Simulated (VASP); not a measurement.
# Ga16O25 (a cell with a defect) in VASP: single point with PBE

Aim: the single point of Ga16O25 (a cell with a defect) with PBE.

All numbers are computed with VASP 6.6.1; they aren't measurements. Logs are shortened: lines on timing, memory, paths and dates and some standing lists are left out, and cuts for length are marked.

## (1) The cell of the first run

The cell holds a defect, 41 atoms: a = 5.399 Å, b = 10.798 Å, c = 10.798 Å, α = 55.86°, β = 55.86°, γ = 55.86°.

## (2) Single point, PBE, collinear spin

Contents of INCAR:

```
SYSTEM = Ga16O25
  ALGO = Normal
  EDIFF = 1E-6
  ENCUT = 520
  GGA = PE
  ISIF = 2
  ISMEAR = 0
  ISPIN = 2
  LASPH = .True.
  LCHARG = .False.
  LORBIT = 11
  LREAL = Auto
  LWAVE = .False.
  MAGMOM = 0.02 0.01 0.01 0.01 0.01 0.01 0.01 0.01 0.01 0.02 0.01 0.01 0.01 0.01 0.01 0.01 0.02 0.02 0.01 0.02 0.02 0.02 0.02 0.02 0.02 0.02 0.02 0.02 0.02 0.01 0.02 0.02 0.02 0.02 0.02 0.02 0.02 0.02 0.02 0.02 0.01
  NBANDS = 209
  NELECT = 359.0
  NELM = 150
  NUPDOWN = 1.0
  PREC = Accurate
  SIGMA = 0.01
```

Contents of KPOINTS:

```
Automatic mesh
0
Gamma
  1 1 1
  0.25 0.25 0.25
```

Contents of POSCAR:

```
Ga16O25
1.0
    2.5289754451      1.4601046709      4.5413080054
   -5.0579508901      2.9202093417      9.0826160107
    0.0000000000     -5.8404185822      9.0826160433
Ga O
16 25
Direct
    0.8857315848      0.4275205082      0.4288618740
    0.6781481775      0.3105909016      0.3145947283
    0.1549741481      0.0674301389      0.0712613202
    0.3779298291      0.1715441699      0.1731486679
    0.8568605020      0.4191122413      0.9363716747
    0.6499526632      0.3225742550      0.8195696119
    0.1523604347      0.0728223963      0.5692302945
    0.3635289717      0.1821332338      0.6745348163
    0.8585895719      0.9248671723      0.4276002433
    0.6445436772      0.8196816353      0.3241578630
    0.1364390857      0.5686334347      0.0692165235
    0.3492173221      0.6834132795      0.1622638038
    0.8595920904      0.9299003453      0.9243075609
    0.6435386972      0.8283611456      0.8184106226
    0.1159896717      0.5778196692      0.6007134080
    0.3534217654      0.6832541872      0.6817337175
    0.7628538284      0.2184364638      0.0261446818
    0.4533577167      0.0250061065      0.3728392803
    0.0885338319      0.3646021701      0.2162712947
    0.2726576018      0.2715628986      0.4701066967
    0.9619074888      0.1169585041      0.2741853036
    0.5534007666      0.4702391276      0.1247117665
    0.7608751404      0.2234252121      0.5241812913
    0.4500668285      0.0284561277      0.8722786483
    0.0509780197      0.3714955065      0.7336984072
    0.2607212135      0.2729842334      0.9727027804
    0.9521168534      0.1267598039      0.7734563168
    0.5588609952      0.4753455807      0.6214642249
    0.7489803440      0.7273531502      0.0188628080
    0.2217027577      0.5550411388      0.4197502373
    0.0603659472      0.8722067789      0.2210864486
    0.2478323672      0.7765781984      0.4779036280
    0.9379789712      0.6315026379      0.2613298166
    0.5621093899      0.9708060387      0.1233543161
    0.7275346380      0.7327456030      0.5358450092
    0.4490068269      0.5252782415      0.8740267776
    0.0512904234      0.8795283186      0.7218510436
    0.2554912734      0.7779741102      0.9647595711
    0.9436425787      0.6226552690      0.7877795290
    0.5590482409      0.9757075926      0.6223263847
    0.5660578708      0.5103653839      0.3309617794
```

Potentials or basis: VASP PAW PBE potentials, release 64 (Ga_d, O).

Run with:

```bash
> cat potpaw_PBE.64/Ga_d/POTCAR potpaw_PBE.64/O/POTCAR > POTCAR
> mpirun -np 1 vasp_std > vasp.out
```

OUTCAR:

```text
SYSTEM = Ga16O25
   EDIFF = 1E-6
   ENCUT = 520
   GGA = PE
   ISIF = 2
   ISMEAR = 0
   ISPIN = 2
   LASPH = .True.
   LORBIT = 11
   LREAL = Auto
   NELECT = 359.0
   NELM = 150
   NUPDOWN = 1.0
   PREC = Accurate

 ion  position               nearest neighbor table
   1  0.886  0.428  0.429-  20 1.91  28 1.94  33 1.96  41 2.04  23 2.17  19 2.24
   2  0.678  0.311  0.315-  21 1.89  41 1.97  20 1.98  22 1.98  23 2.12  19 2.12
   3  0.155  0.067  0.071-  24 1.94  17 1.94  31 1.94  21 2.07  34 2.10  26 2.12   4 2.88
   4  0.378  0.172  0.173-  19 1.90  17 1.92  18 1.94  34 2.07  26 2.09  21 2.14   3 2.88
   5  0.857  0.419  0.936-  22 1.91  26 1.95  39 1.99  17 2.05  25 2.06  36 2.14  15 2.84   6 2.88

   6  0.650  0.323  0.820-  27 1.94  26 1.95  28 1.96  25 2.08  36 2.09  17 2.13   5 2.88
   7  0.152  0.073  0.569-  23 1.94  37 1.94  18 1.96  20 2.09  40 2.10  27 2.10   8 2.91
   8  0.364  0.182  0.675-  23 1.95  24 1.95  25 1.95  20 2.08  40 2.12  27 2.13   7 2.91
   9  0.859  0.925  0.428-  21 1.94  32 1.95  40 1.95  35 2.04  18 2.09  31 2.12  10 2.87
  10  0.645  0.820  0.324-  32 1.95  33 1.96  34 1.96  18 2.09  31 2.13  35 2.14   9 2.87
  11  0.136  0.569  0.069-  19 1.92  36 1.93  29 1.95  33 2.04  22 2.16  38 2.18  12 2.86
  12  0.349  0.683  0.162-  31 1.94  29 1.96  38 2.01  41 2.07  22 2.09  33 2.11  30 2.17  11 2.86
                            14 2.90
  13  0.860  0.930  0.924-  38 1.94  34 1.95  27 1.95  37 2.08  24 2.10  29 2.11  14 2.87
  14  0.644  0.828  0.818-  40 1.93  38 1.94  39 1.96  29 2.06  24 2.07  37 2.09  13 2.87  12 2.90

  15  0.116  0.578  0.601-  30 1.83  39 1.91  25 1.97  35 2.02  32 2.08  28 2.08  16 2.78   5 2.84

  16  0.353  0.683  0.682-  35 1.88  37 1.92  36 1.93  32 2.11  39 2.14  28 2.17  15 2.78
  17  0.763  0.218  0.026-   4 1.92   3 1.94   5 2.05   6 2.13
  18  0.453  0.025  0.373-   4 1.94   7 1.96   9 2.09  10 2.09
  19  0.089  0.365  0.216-   4 1.90  11 1.92   2 2.12   1 2.24
  20  0.273  0.272  0.470-   1 1.91   2 1.98   8 2.08   7 2.09
  21  0.962  0.117  0.274-   2 1.89   9 1.94   3 2.07   4 2.14
  22  0.553  0.470  0.125-   5 1.91   2 1.98  12 2.09  11 2.16
  23  0.761  0.223  0.524-   7 1.94   8 1.95   2 2.12   1 2.17
  24  0.450  0.028  0.872-   3 1.94   8 1.95  14 2.07  13 2.10
  25  0.051  0.371  0.734-   8 1.95  15 1.97   5 2.06   6 2.08
  26  0.261  0.273  0.973-   5 1.95   6 1.95   4 2.09   3 2.12
  27  0.952  0.127  0.773-   6 1.94  13 1.95   7 2.10   8 2.13
  28  0.559  0.475  0.621-   1 1.94   6 1.96  15 2.08  16 2.17
  29  0.749  0.727  0.019-  11 1.95  12 1.96  14 2.06  13 2.11
  30  0.222  0.555  0.420-  41 1.46  15 1.83  12 2.17
  31  0.060  0.872  0.221-  12 1.94   3 1.94   9 2.12  10 2.13
  32  0.248  0.777  0.478-   9 1.95  10 1.95  15 2.08  16 2.11
  33  0.938  0.632  0.261-  10 1.96   1 1.96  11 2.04  12 2.11
  34  0.562  0.971  0.123-  13 1.95  10 1.96   4 2.07   3 2.10
  35  0.728  0.733  0.536-  16 1.88  15 2.02   9 2.04  10 2.14
  36  0.449  0.525  0.874-  16 1.93  11 1.93   6 2.09   5 2.14
  37  0.051  0.880  0.722-  16 1.92   7 1.94  13 2.08  14 2.09
  38  0.255  0.778  0.965-  13 1.94  14 1.94  12 2.01  11 2.18
  39  0.944  0.623  0.788-  15 1.91  14 1.96   5 1.99  16 2.14
  40  0.559  0.976  0.622-  14 1.93   9 1.95   7 2.10   8 2.12
  41  0.566  0.510  0.331-  30 1.46   2 1.97   1 2.04  12 2.07

  LATTYP: Found a base centered monoclinic cell.
 ALAT       =    14.7964817519
 B/A-ratio  =     0.6836693986
 C/A-ratio  =     0.3648959281
 COS(beta)  =    -0.0893300005

  Lattice vectors:

 A1 = (   7.5869263352,  -1.4601046708,  -4.5413080053)
 A2 = (   2.5289754451,   7.3005232531,  -4.5413080379)
 A3 = (   2.5289754451,   1.4601046709,   4.5413080054)

Analysis of symmetry for initial positions (statically):
=====================================================================
 Subroutine PRICEL returns:
 Original cell was already a primitive cell.

 Routine SETGRP: Setting up the symmetry group for a
 base centered monoclinic supercell.

 Subroutine GETGRP returns: Found  1 space group operations
 (whereof  1 operations were pure point group operations)
 out of a pool of  4 trial point group operations.

The static configuration has the point symmetry C_1 .

Analysis of symmetry for dynamics (positions and initial velocities):
=====================================================================
 Subroutine PRICEL returns:
 Original cell was already a primitive cell.

 Routine SETGRP: Setting up the symmetry group for a
 base centered monoclinic supercell.

 Subroutine GETGRP returns: Found  1 space group operations
 (whereof  1 operations were pure point group operations)
 out of a pool of  4 trial point group operations.

The dynamic configuration has the point symmetry C_1 .

Analysis of structural, dynamic, and magnetic symmetry:
=====================================================================
 Subroutine PRICEL returns:
[... 161 lines left out ...]
   ENCUT  =  520.0 eV  38.22 Ry    6.18 a.u.  10.04 20.08 20.08*2*pi/ulx,y,z
   NELM   =    150;   NELMIN=  2; NELMDL= -5     # of ELM steps
   EDIFF  = 0.1E-05   stopping-criterion for ELM
   LREAL  =      T    real-space projection
   EDIFFG = 0.1E-04   stopping-criterion for IOM
   NSW    =      0    number of steps for IOM
   IBRION =     -1    ionic relax: 0-MD 1-quasi-New 2-CG
   NFREE  =      0    steps in history (QN), initial steepest desc. (CG)
   ISIF   =      2    stress and relaxation
   ISYM   =      2    0-nonsym 1-usesym 2-fastsym
   POTIM  = 0.5000    time-step for ionic-motion
   TEBEG  =    0.0;   TEEND  =   0.0 temperature during run
   PSTRESS=    0.0 pullay stress
   NELECT =     359.0000    total number of electrons
   NUPDOWN=       1.0000    fix difference up-down
   EMIN   =  10.00;   EMAX   =-10.00  energy-range for DOS
   EFERMI =   0.00;   METHOD = LEGACY
   ISMEAR =     0;   SIGMA  =   0.01  broadening in eV -4-tet -1-fermi 0-gaus
   EFERMI_NEDOS =   21; number of points for ismear=-14 and -15
   IALGO  =     38    algorithm
   IMIX   =      4    mixing-type and parameters
     AMIX     =   0.40;   BMIX     =  1.00
     AMIX_MAG =   1.60;   BMIX_MAG =  1.00
  volume/ion in A,a.u.               =       9.82        66.24
  Fermi-wavevector in a.u.,A,eV,Ry     =   1.575915  2.978047 33.790167  2.483507
  Thomas-Fermi vector in A             =   2.676827
   LORBIT       =     11    0 simple, 1 ext, 2 COOP (PROOUT), +10 PAW based schemes
   GGA     = PE    functional components
   LHFCALC =     F    Hartree Fock is set to
   AEXX    =    0.0000 exact exchange contribution
   IVDW    =     0    specifies the selected vdW correction
   LEPSILON=     F    determine dielectric tensor
   LRPA    =     F    only Hartree local field effects (RPA)
 spin polarized calculation
 Gauss-broadening in eV      SIGMA  =   0.01
  energy-cutoff  :      520.00
  volume of cell :      402.46
 maximum number of plane-waves:     10836
 NGX is ok and might be reduce to    40
   NGX = 21   NGY = 41   NGZ = 41

 number of electron     358.9999991 magnetization       1.0000185

 Free energy of the ion-electron system (eV)
  ---------------------------------------------------
  ext. energy  EPLUGINS =         0.00000000
  ---------------------------------------------------
  free energy    TOTEN  =      -231.36301353 eV

  energy without entropy =     -231.36301353  energy(sigma->0) =     -231.36301353

 E-fermi :   5.1379     XC(G=0): -12.1001

 val. band max:        7.7845531897   @ k =   0.2500   0.2500   0.2500
 cond. band min:       7.8464546617   @ k =   0.2500   0.2500   0.2500
 fundamental gap:      0.0619014720
 Fermi energy:         7.9109560927

 spin component 1

 k-point     1 :       0.2500    0.2500    0.2500
  band No.  band energies     occupation
      1     -17.0307      1.00000
      2     -14.2777      1.00000
      3     -13.6330      1.00000
      4     -13.5489      1.00000
      5     -13.4926      1.00000
      6     -13.4605      1.00000
[... 183 lines left out ...]
    190      10.9778      0.00000
    191      11.0377      0.00000
 Fermi energy:         5.1378902827

 spin component 2

 k-point     1 :       0.2500    0.2500    0.2500
  band No.  band energies     occupation
      1     -17.0094      1.00000
      2     -14.2457      1.00000
      3     -13.6005      1.00000
      4     -13.5184      1.00000
      5     -13.4612      1.00000
      6     -13.4284      1.00000
[... 183 lines left out ...]
    190      11.0274      0.00000
    191      11.0890      0.00000
 [bands above 191 left out]

------------------------ aborting loop because EDIFF is reached ----------------------------------------

  FORCE on cell =-STRESS in cart. coord.  units (eV):
  Direction    XX          YY          ZZ          XY          YZ          ZX
  --------------------------------------------------------------------------------------
  -------------------------------------------------------------------------------------
  Total       36.7276453     36.2376512     32.1563301      2.2484760     -3.3212741     -0.4107746
  in kB      146.2119501    144.2612946    128.0136447      8.9511337    -13.2219195     -1.6352845
  external PRESSURE =     139.4956298 kB  Pullay stress =       0.0000000 kB

 VOLUME and BASIS-vectors are now :
 -----------------------------------------------------------------------------
  energy-cutoff  :      520.00
  volume of cell :      402.46
      direct lattice vectors                 reciprocal lattice vectors
     2.528975445  1.460104671  4.541308005     0.197708523  0.114147069  0.073400291
    -5.057950890  2.920209342  9.082616011    -0.098854262  0.057073535  0.036700146
     0.000000000 -5.840418582  9.082616043     0.000000000 -0.114147069  0.036700146

 POSITION                                       TOTAL-FORCE (eV/Angst)
 -----------------------------------------------------------------------------------
      0.07762      0.03698     11.80057         0.000312      0.012738      0.004749
      0.14407      0.05979      8.75800         0.009312     -0.001590     -0.021994
      0.05087      0.00699      1.96347         0.001068      0.005393     -0.016523
      0.08811      0.04150      4.84701        -0.000367     -0.003008      0.010189
      0.04713     -2.99380     16.20261        -0.001138      0.003801      0.015721
      0.01215     -2.89565     13.32529        -0.001044     -0.002348     -0.014116
[... 33 lines left out ...]
     -3.52126      0.03089     17.05314         0.001572      0.003245     -0.002434
     -1.14986      0.38392     10.21209         0.171722      0.123110      0.079884
 -----------------------------------------------------------------------------------
    total drift:                                0.001929     -0.005157      0.004679

  FREE ENERGIE OF THE ION-ELECTRON SYSTEM (eV)
  ---------------------------------------------------
  free  energy   TOTEN  =      -231.3630135315 eV

  energy  without entropy=     -231.3630135315  energy(sigma->0) =     -231.36301353

 total charge

# of ion       s       p       d       tot
------------------------------------------
    1        0.707   0.694  10.210  11.612
    2        0.696   0.729  10.243  11.668
    3        0.691   0.718  10.237  11.646
    4        0.692   0.741  10.252  11.686
    5        0.694   0.720  10.238  11.652
    6        0.691   0.704  10.226  11.620
[... 33 lines left out ...]
   40        1.567   3.498   0.000   5.065
   41        1.599   3.426   0.000   5.025
--------------------------------------------------
tot         50.334  98.799 163.777 312.910

 magnetization (x)

# of ion       s       p       d       tot
------------------------------------------
    1        0.036   0.002   0.000   0.039
    2        0.021   0.003   0.000   0.024
    3        0.023   0.002   0.000   0.026
    4        0.019   0.002   0.000   0.020
    5        0.024   0.002   0.000   0.027
    6        0.026   0.002   0.000   0.028
[... 33 lines left out ...]
   40        0.009   0.008   0.000   0.017
   41        0.006   0.006   0.000   0.012
--------------------------------------------------
tot          0.611   0.219   0.003   0.834
```

It took 13 min on 1 thread of Intel Xeon 8259CL, shared host; peak memory 0.81 GiB.

Results:

```
Free energy                                           : -231.3630 eV
Largest force                                         : 0.226 eV/Å
Net moment                                            : 1.00 μB per cell
Site moments                                          : Ga +0.04, +0.02, +0.03 (each value once); O +0.01, +0.02 (each value once) μB
Valence electrons inside the program's atomic spheres : Ga 11.61, 11.67, 11.65, 11.69, 11.62, 11.63, 11.64, 11.59, 11.60, 11.66, 11.79, 11.68 (each value once); O 5.08, 5.07, 5.06, 5.05, 5.02, 5.03 (each value once)
```

Forces in eV/Å, atoms in the order of the input:
```
Ga   0.000  0.013  0.005
Ga   0.009 -0.002 -0.022
Ga   0.001  0.005 -0.017
Ga   0.000 -0.003  0.010
Ga  -0.001  0.004  0.016
Ga  -0.001 -0.002 -0.014
Ga   0.001  0.000 -0.014
Ga  -0.003  0.000  0.014
Ga   0.006  0.005  0.011
Ga   0.011 -0.006 -0.011
Ga  -0.006  0.004 -0.006
Ga  -0.011  0.008  0.006
Ga   0.000 -0.005  0.014
Ga  -0.003  0.000 -0.017
Ga   0.005  0.003 -0.013
Ga   0.005 -0.002  0.003
O   -0.001  0.000 -0.007
O   -0.005 -0.004  0.003
O   -0.005 -0.011  0.012
O    0.007  0.004  0.005
O    0.003 -0.005  0.002
O   -0.008 -0.007 -0.002
O   -0.004  0.007  0.005
O   -0.006 -0.001  0.002
O    0.002  0.006 -0.003
O   -0.003  0.003  0.001
O    0.000  0.000  0.001
O   -0.007  0.001  0.002
O    0.007 -0.001  0.007
O   -0.163 -0.138 -0.068
O   -0.004 -0.005  0.008
O   -0.001  0.002 -0.001
O   -0.006 -0.001 -0.007
O    0.004  0.001 -0.001
O    0.003  0.001  0.004
O    0.005  0.000  0.006
O    0.001  0.003 -0.005
O    0.000  0.006 -0.021
O   -0.006 -0.009  0.015
O    0.002  0.003 -0.002
O    0.172  0.123  0.080
```

Caveat: the k points lie up to 1.17 Å⁻¹ apart, too coarse for converged energies, forces and pressures; the cell carries a net charge on a neutralising background, which shifts energy and pressure; the cell is charged against a uniform background, so pressure and absolute levels hang on convention; the total moment is fixed, so each spin has its own Fermi level and the state may be an excited one.
